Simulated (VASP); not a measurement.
Input of a VASP 6.6.1 run:

File INCAR:

```
SYSTEM = KF
  ALGO = Normal
  EDIFF = 1E-6
  ENCUT = 520
  GGA = PE
  ISIF = 2
  ISMEAR = 0
  ISPIN = 2
  LASPH = .TRUE.
  LCHARG = .FALSE.
  LORBIT = 11
  LREAL = .FALSE.
  LWAVE = .FALSE.
  MAGMOM = 0.5 0.5
  NBANDS = 19
  NELM = 150
  PREC = Accurate
  SIGMA = 0.05
```

KPOINTS

```
k-points
0
G
  1 1 25
  0 0 0
```

POSCAR

```
KF
1.0
   11.2000000000      0.0000000000      0.0000000000
    0.0000000000      9.3000000000      0.0000000000
    0.0000000000      0.0000000000      2.5847355732
K F
1 1
Direct
    0.4020273747      0.5000000000      0.0000000000
    0.5979726253      0.5000000000      0.5000000000
```

Potentials or basis: VASP PAW PBE potentials, release 64 (K_sv, F).

Command:

```bash
$ cat potpaw_PBE.64/K_sv/POTCAR potpaw_PBE.64/F/POTCAR > POTCAR
$ mpirun -np 1 vasp_std > vasp.out
```

Q: What does it give for the net moment?

A: 0.00 μB per cell.

Q: What does it give for the largest force?

A: 2.083 eV/Å.

Forces in eV/Å, atoms in the order of the input:
```
K    2.083  0.000  0.000
F   -2.083  0.000  0.000
```
